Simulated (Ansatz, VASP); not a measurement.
TiCo3 in VASP and in Ansatz

POSCAR

```
TiCo3
1.0
    3.5506300368      0.0000000000      0.0000000000
    0.0000000000      3.5506300368      0.0000000000
    0.0000000000      0.0000000000      3.5506300368
Ti Co
1 3
Direct
    0.0000000000      0.0000000000      0.0000000000
    0.0000000000      0.5000000000      0.5000000000
    0.5000000000      0.0000000000      0.5000000000
    0.5000000000      0.5000000000      0.0000000000
```

The input INCAR.step1:

```
PREC = Accurate ; ENCUT = 520
ISMEAR = 0 ; SIGMA = 0.1
LREAL = False ; LASPH = True
NELM = 150 ; ISPIN = 2
MAGMOM = -0.7 1.46 1.46 1.46 ; LMAXMIX = 4
NBANDS = 32 ; GGA = PE
ALGO = Normal ; EDIFF = 1E-4
LWAVE = True ; LCHARG = False
```

INCAR.step2

```
PREC = Accurate ; ENCUT = 520
EDIFF = 1E-6 ; ISMEAR = 0
SIGMA = 0.1 ; LREAL = False
LASPH = True ; NELM = 150
ALGO = Normal ; ISIF = 2
LWAVE = False ; LCHARG = False
ISPIN = 2 ; MAGMOM = -0.7 1.46 1.46 1.46
LORBIT = 11 ; LMAXMIX = 4
METAGGA = R2SCAN ; LMIXTAU = True
NBANDS = 32 ; ISTART = 1
```

KPOINTS

```
Automatic mesh
0
Gamma
  12 12 12
```

Input for Ansatz:

```yaml
crystal:
  lattice:
    - [3.5506300368, 0.0, 0.0]
    - [0.0, 3.5506300368, 0.0]
    - [0.0, 0.0, 3.5506300368]
  atoms:
    - { symbol: Ti, position: [0.0, 0.0, 0.0], spin: -0.7 }
    - { symbol: Co, position: [0.0, 0.5, 0.5], spin: 1.46 }
    - { symbol: Co, position: [0.5, 0.0, 0.5], spin: 1.46 }
    - { symbol: Co, position: [0.5, 0.5, 0.0], spin: 1.46 }
basis:
  ecutwfc: 500
kpoints:
  mp_grid: { grid: [12, 12, 12] }
hamiltonian:
  xc: r2scan
scf:
  occupations: { method: gaussian, width: 0.1 }
output:
  forces: true
  stress: true
  eigenvalues: true
  populations: true
  write_density: true
  write_potential: true
  elf: true
  volumetric_format: npy
magnetization:
  spin_polarized: true
```

Alike in both runs: task single point; functional r2SCAN; k mesh 12 × 12 × 12; occupations gaussian, width 0.1 eV; collinear spin.

|  | VASP | Ansatz |
| --- | --- | --- |
| version | VASP 6.6.1 | Ansatz 0.2.0 |
| potentials or method | VASP PAW PBE potentials, release 64 (Ti_sv, Co), cutoff 520 eV | scalar-relativistic, plane waves, PAW |
| valence electrons in the cell | 39 | 63 |

|  | VASP | Ansatz | Ansatz less VASP |
| --- | --- | --- | --- |
| gap on the k mesh at the Fermi level (eV) | none | none | - |
| pressure (GPa) | -1.6 | 6.6 | +8.21 |
| net moment per atom (μB) | 0.00 | 0.71 | +0.709 |
| size of the moment on the site where the two differ most (μB) | 0.00 | 1.30 | +1.299 |

The net moments are unlike, so the other rows may belong to different states. VASP's potentials were made for PBE, not for r2SCAN. Site moments also hang on the region over which each program counts them. A gap of «none» marks a metal or a gap that the smearing closes. VASP's potentials hold 39 valence electrons a cell and Ansatz's 63, so a difference there can come from the potentials and not from the codes. Ansatz's warnings: stability check not made.
